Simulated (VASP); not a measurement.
# MnH4 (P4/mmm) in VASP: a series of runs, part 3 of 3

VASP 6.6.1. The steps go on from the part before.

**6. Single point, PBE, collinear spin, ferromagnetic start**

This run uses another cell than the first one, of 7.30 Å³/atom, 1.104 times its volume.

Contents of INCAR:

```
PREC = Accurate
ENCUT = 520
EDIFF = 1E-6
ISMEAR = 0
SIGMA = 0.1
LREAL = F
LASPH = T
NELM = 150
ALGO = Normal
ISIF = 2
LWAVE = F
LCHARG = F
ISPIN = 2
MAGMOM = 1.67 0 0 0 0
LORBIT = 11
LMAXMIX = 4
GGA = PE
NBANDS = 20
```

Contents of KPOINTS:

```
Automatic mesh
0
Gamma
  14 14 8
```

Contents of POSCAR:

```
MnH4
1.0
    2.6468840384      0.0000000000      0.0000000000
    0.0000000000      2.6468840384      0.0000000000
    0.0000000000      0.0000000000      5.2096110516
Mn H
1 4
Direct
    0.5000000000      0.5000000000      0.5000000000
    0.0000000000      0.5000000000      0.2965624902
    0.5000000000      0.0000000000      0.2965624902
    0.0000000000      0.5000000000      0.7034375098
    0.5000000000      0.0000000000      0.7034375098
```

Potentials or basis: VASP PAW PBE potentials, release 64 (Mn_pv, H).

The run is started by

```console
$ cat potpaw_PBE.64/Mn_pv/POTCAR potpaw_PBE.64/H/POTCAR > POTCAR
$ mpirun -np 1 vasp_std > vasp.out
```

OUTCAR:

```text
PREC = Accurate
   ENCUT = 520
   EDIFF = 1E-6
   ISMEAR = 0
   LREAL = F
   LASPH = T
   NELM = 150
   ISIF = 2
   ISPIN = 2
   LORBIT = 11
   GGA = PE

 ion  position               nearest neighbor table
   1  0.500  0.500  0.500-   2 1.70   3 1.70   4 1.70   5 1.70   3 1.70   5 1.70   2 1.70   4 1.70

   2  0.000  0.500  0.297-   1 1.70   1 1.70
   3  0.500  0.000  0.297-   1 1.70   1 1.70
   4  0.000  0.500  0.703-   1 1.70   1 1.70
   5  0.500  0.000  0.703-   1 1.70   1 1.70

  LATTYP: Found a simple tetragonal cell.
 ALAT       =     2.6468840384
 C/A-ratio  =     1.9682052466

  Lattice vectors:

 A1 = (   2.6468840384,   0.0000000000,   0.0000000000)
 A2 = (   0.0000000000,   2.6468840384,   0.0000000000)
 A3 = (   0.0000000000,   0.0000000000,   5.2096110516)

Analysis of symmetry for initial positions (statically):
=====================================================================
 Subroutine PRICEL returns:
 Original cell was already a primitive cell.

 Routine SETGRP: Setting up the symmetry group for a
 simple tetragonal supercell.

 Subroutine GETGRP returns: Found 16 space group operations
 (whereof 16 operations were pure point group operations)
 out of a pool of 16 trial point group operations.

The static configuration has the point symmetry D_4h.

Analysis of symmetry for dynamics (positions and initial velocities):
=====================================================================
 Subroutine PRICEL returns:
 Original cell was already a primitive cell.

 Routine SETGRP: Setting up the symmetry group for a
 simple tetragonal supercell.

 Subroutine GETGRP returns: Found 16 space group operations
 (whereof 16 operations were pure point group operations)
 out of a pool of 16 trial point group operations.

The dynamic configuration has the point symmetry D_4h.

Analysis of structural, dynamic, and magnetic symmetry:
=====================================================================
 Subroutine PRICEL returns:
[... 162 lines left out ...]
  energy without entropy =      -21.45289885  energy(sigma->0) =      -21.45814519

 E-fermi :   1.2677     XC(G=0):  -9.2074

 val. band max:        1.2620506726   @ k =   0.2143   0.2143   0.2500
 cond. band min:       1.2677961710   @ k =   0.5000   0.0714   0.3750
 fundamental gap:      0.0057454984
 Fermi energy:         1.2677187383

 spin component 1

 k-point     1 :       0.0000    0.0000    0.0000
  band No.  band energies     occupation
      1     -47.6019      1.00000
      2     -47.6019      1.00000
      3     -47.5213      1.00000
      4      -8.3052      1.00000
      5      -4.4221      1.00000
      6      -3.0343      1.00000
[... 541 lines left out ...]
     19      21.0881      0.00000
     20      21.5739      0.00000

 [... further k-points ...]

 spin component 2

 k-point     1 :       0.0000    0.0000    0.0000
  band No.  band energies     occupation
      1     -45.5119      1.00000
      2     -45.5119      1.00000
      3     -45.4564      1.00000
      4      -8.2028      1.00000
      5      -4.4835      1.00000
      6      -2.3166      1.00000
[... 541 lines left out ...]
     19      21.3747      0.00000
     20      21.8525      0.00000

 [... further k-points ...]
[... 5 lines left out ...]
  --------------------------------------------------------------------------------------
  -------------------------------------------------------------------------------------
  Total       -0.0337963     -0.0337963     -0.0144051      0.0000000      0.0000000      0.0000000
  in kB       -1.4835568     -1.4835568     -0.6323431      0.0000000      0.0000000      0.0000000
  external PRESSURE =      -1.1998189 kB  Pullay stress =       0.0000000 kB

 VOLUME and BASIS-vectors are now :
 -----------------------------------------------------------------------------
  energy-cutoff  :      520.00
  volume of cell :       36.50
      direct lattice vectors                 reciprocal lattice vectors
     2.646884038  0.000000000  0.000000000     0.377802724  0.000000000  0.000000000
     0.000000000  2.646884038  0.000000000     0.000000000  0.377802724  0.000000000
     0.000000000  0.000000000  5.209611052     0.000000000  0.000000000  0.191952910

 POSITION                                       TOTAL-FORCE (eV/Angst)
 -----------------------------------------------------------------------------------
      1.32344      1.32344      2.60481        -0.000000     -0.000000      0.000000
      0.00000      1.32344      1.54498        -0.000000      0.000000     -0.005062
      1.32344      0.00000      1.54498         0.000000      0.000000     -0.005062
      0.00000      1.32344      3.66464         0.000000      0.000000      0.005062
      1.32344      0.00000      3.66464        -0.000000     -0.000000      0.005062
 -----------------------------------------------------------------------------------
    total drift:                               -0.000000      0.000000      0.000000

  FREE ENERGIE OF THE ION-ELECTRON SYSTEM (eV)
  ---------------------------------------------------
  free  energy   TOTEN  =       -21.4633915248 eV

  energy  without entropy=      -21.4528988532  energy(sigma->0) =      -21.45814519

 total charge

# of ion       s       p       d       tot
------------------------------------------
    1        0.363   6.462   5.137  11.962
    2        0.522   0.018   0.000   0.540
    3        0.522   0.018   0.000   0.540
    4        0.522   0.018   0.000   0.540
    5        0.522   0.018   0.000   0.540
--------------------------------------------------
tot          2.452   6.533   5.137  14.122

 magnetization (x)

# of ion       s       p       d       tot
------------------------------------------
    1        0.009   0.014   1.937   1.960
    2       -0.029   0.002   0.000  -0.027
    3       -0.029   0.002   0.000  -0.027
    4       -0.029   0.002   0.000  -0.027
    5       -0.029   0.002   0.000  -0.027
--------------------------------------------------
tot         -0.107   0.024   1.937   1.853
```

OSZICAR:

```text
N       E                     dE             d eps       ncg     rms          rms(c)
DAV:   1     0.124757535952E+03    0.12476E+03   -0.93130E+03 14464   0.868E+02
DAV:   2    -0.191325629413E+02   -0.14389E+03   -0.13514E+03 14840   0.263E+02
DAV:   3    -0.247369056562E+02   -0.56043E+01   -0.55453E+01 16664   0.581E+01
DAV:   4    -0.247892963086E+02   -0.52391E-01   -0.52381E-01 15696   0.568E+00
DAV:   5    -0.247901527476E+02   -0.85644E-03   -0.85643E-03 15976   0.671E-01    0.212E+01
DAV:   6    -0.247150705926E+02    0.75082E-01   -0.11676E+01 15492   0.576E+01    0.182E+01
DAV:   7    -0.216869497014E+02    0.30281E+01   -0.94258E+00 15612   0.373E+01    0.520E+00
DAV:   8    -0.214559272805E+02    0.23102E+00   -0.19450E-01 15844   0.595E+00    0.201E+00
DAV:   9    -0.214512405579E+02    0.46867E-02   -0.55618E-02 15120   0.193E+00    0.122E+00
DAV:  10    -0.214598242707E+02   -0.85837E-02   -0.15588E-02 15764   0.108E+00    0.641E-01
DAV:  11    -0.214621344363E+02   -0.23102E-02   -0.31386E-03 14848   0.462E-01    0.303E-01
DAV:  12    -0.214632946233E+02   -0.11602E-02   -0.76238E-04 15132   0.241E-01    0.772E-02
DAV:  13    -0.214633523509E+02   -0.57728E-04   -0.15000E-04 15468   0.898E-02    0.538E-02
DAV:  14    -0.214633786346E+02   -0.26284E-04   -0.14815E-05 15264   0.429E-02    0.239E-02
DAV:  15    -0.214633882553E+02   -0.96207E-05   -0.61136E-06 14944   0.196E-02    0.899E-03
DAV:  16    -0.214633903266E+02   -0.20712E-05   -0.14292E-06 15632   0.946E-03    0.350E-03
DAV:  17    -0.214633914905E+02   -0.11639E-05   -0.10752E-06 14160   0.655E-03    0.310E-03
DAV:  18    -0.214633915248E+02   -0.34274E-07   -0.31914E-08  8672   0.146E-03
   1 F= -.21463392E+02 E0= -.21458145E+02  d E =-.104927E-01  mag=     1.8514
```

It took 2.1 min on 1 thread of Intel Xeon 6975P-C (Granite Rapids), shared host; peak memory 0.3 GiB.

What came out:

- Free energy: -21.4634 eV
- Pressure: -0.1 GPa
- Largest force: 0.005 eV/Å
- Net moment: 1.85 μB per cell
- Site moments: Mn +1.96; H -0.03 μB
- Valence electrons inside the program's atomic spheres: Mn 11.96; H 0.54

Forces on the atoms (eV/Å):
```
Mn   0.000  0.000  0.000
H    0.000  0.000 -0.005
H    0.000  0.000 -0.005
H    0.000  0.000  0.005
H    0.000  0.000  0.005
```

**7. The runs side by side**

| task | cell | k mesh | cutoff (eV) | gap on the mesh (eV) | pressure (GPa) | moment (μB) | largest force (eV/Å) |
| --- | --- | --- | --- | --- | --- | --- | --- |
| single point | a = 2.936, b = 2.936, c = 3.837 Å, 5 atoms | 6 × 6 × 4 | 520 | none | 0.1 | 3.99 | 0.03 |
| single point | a = 2.904, b = 2.904, c = 5.655 Å, 5 atoms | 6 × 6 × 4 | 520 | none | -19.2 | 4.02 | 0.37 |
| relaxation of cell and atoms | relaxed from a = 2.904, b = 2.904, c = 5.655 Å, 5 atoms | 6 × 6 × 4 | 600 | none | 0.1 | 1.77 | 0.01 |
| single point | a = 2.642, b = 2.642, c = 5.148 Å, 5 atoms | 12 × 12 × 10 | 520 | none | -0.1 | 1.81 | - |
| single point | a = 2.647, b = 2.647, c = 5.210 Å, 5 atoms | 14 × 14 × 8 | 520 | none | -0.1 | 1.85 | 0.01 |

Alike in all rows: level PBE; potentials or basis VASP PAW PBE potentials, release 64 (Mn_pv, H); spin collinear, ferromagnetic start; smearing gaussian 0.1 eV.

Caveats: some runs use coarse meshes; the volume moved by over 15 % at a fixed basis, so the end points are rough (some runs).

Absolute energies hang on the potentials; compare differences alone.
